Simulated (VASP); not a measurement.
A run of VASP 6.6.1 is set up as follows.

The input POSCAR:

```
InSe
1.0
    2.0000000000      1.1547005384      8.4400000000
   -2.0000000000      1.1547005384      8.4400000000
    0.0000000000     -2.3094010768      8.4400000000
In Se
2 2
Direct
    0.0000000000      0.0000000000      0.0000000000
    0.1114000000      0.1114000000      0.1114000000
    0.6165000000      0.6165000000      0.6165000000
    0.8281000000      0.8281000000      0.8281000000
```

INCAR.step1

```
SYSTEM = InSe
PREC     = Accurate       ! precision mode
ENCUT    = 520            ! plane-wave cutoff, eV
ISMEAR   = 0              ! smearing method
SIGMA    = 0.1            ! smearing width, eV
LREAL    = .False.        ! projectors in reciprocal space
LASPH    = .True.         ! aspherical terms in the spheres
NELM     = 60             ! most SCF steps
NBANDS   = 27             ! bands
GGA      = PE             ! functional
ALGO     = Normal         ! electronic algorithm
EDIFF    = 1E-4           ! SCF threshold, eV
LWAVE    = .True.         ! write WAVECAR
LCHARG   = .False.        ! write CHGCAR
```

The input INCAR.step2:

```
SYSTEM = InSe
PREC     = Accurate       ! precision mode
ENCUT    = 520            ! plane-wave cutoff, eV
EDIFF    = 1E-6           ! SCF threshold, eV
ISMEAR   = 0              ! smearing method
SIGMA    = 0.1            ! smearing width, eV
LREAL    = .False.        ! projectors in reciprocal space
LASPH    = .True.         ! aspherical terms in the spheres
NELM     = 60             ! most SCF steps
ALGO     = Normal         ! electronic algorithm
ISIF     = 2              ! what is computed and relaxed
LWAVE    = .False.        ! write WAVECAR
LCHARG   = .True.         ! write CHGCAR
METAGGA  = R2SCAN         ! meta-GGA
LMIXTAU  = .True.       
LELF     = .True.         ! ELF
LVHAR    = .True.       
NBANDS   = 27             ! bands
ISTART   = 1
```

KPOINTS

```
regular mesh
0
Gamma
  6 6 6
  0 0 0
```

Potentials or basis: VASP PAW PBE potentials, release 64 (In_d, Se).

Command:

```console
$ cat potpaw_PBE.64/In_d/POTCAR potpaw_PBE.64/Se/POTCAR > POTCAR
$ cp INCAR.step1 INCAR
$ mpirun -np 1 vasp_std > vasp.out
$ cp INCAR.step2 INCAR
$ mpirun -np 1 vasp_std > vasp.out
```

(1) Predict the pressure.

(2) Predict the largest force.

(3) Predict the band gap on the k mesh.

Results:

(1) 1.1 GPa.

(2) 0.250 eV/Å.

(3) 0.86 eV.

Caveat: the PAW data sets were made with another functional, which shifts forces and pressure a little; spin-orbit coupling is left out, which moves the levels of the heavy elements.
